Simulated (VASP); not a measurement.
Write the native input for VASP 6.6.1 that does the following.

* Task: single point
* Functional: PBEsol
* Potentials or basis: VASP PAW PBE potentials, release 64 (Ba_sv, S)
* Cutoff: 520 eV
* k mesh: 7 × 7 × 7
* Occupations: fermi-dirac, width 0.05 eV
* Spin: no spin polarisation
* Dipole correction: no
* Further INCAR settings: ALGO = Normal; EDIFF = 1e-06; NBANDS = 15

The structure of BaS lies in POSCAR:

```
BaS
1.0
    0.0000000000      3.0745681149      3.0745681149
    3.0745681149      0.0000000000      3.0745681149
    3.0745681149      3.0745681149      0.0000000000
Ba S
1 1
Direct
    0.0000000000      0.0000000000      0.0000000000
    0.5000000000      0.5000000000      0.5000000000
```

One way to write it, as run:

INCAR

```
PREC = Accurate
ENCUT = 520
EDIFF = 1E-6
ISMEAR = -1
SIGMA = 0.05
LREAL = F
LASPH = T
NELM = 80
ALGO = Normal
ISIF = 2
LWAVE = F
LCHARG = F
GGA = PS
NBANDS = 15
```

KPOINTS

```
regular mesh
0
Gamma
  7 7 7
```

Potentials or basis: VASP PAW PBE potentials, release 64 (Ba_sv, S).

The run is started by

```bash
$ cat potpaw_PBE.64/Ba_sv/POTCAR potpaw_PBE.64/S/POTCAR > POTCAR
$ mpirun -np 1 vasp_std > vasp.out
```

It gave:

| Property | Result |
| --- | --- |
| Pressure | 5.9 GPa |
| Band gap on the k mesh | 1.80 eV (least direct gap 1.88 eV) |

Caveat: the cell stands under pressure; the PAW data sets were made with another functional, which shifts forces and pressure a little; spin-orbit coupling is left out, which moves the levels of the heavy elements; an odd mesh through Γ misses points on the zone boundary, where band edges can lie.

It took 13 s on 1 thread of Intel(R) Xeon(R) Platinum 8259CL CPU @ 2.50GHz (Skylake/Cascade Lake), on a shared host, peak memory 0.18 GiB.
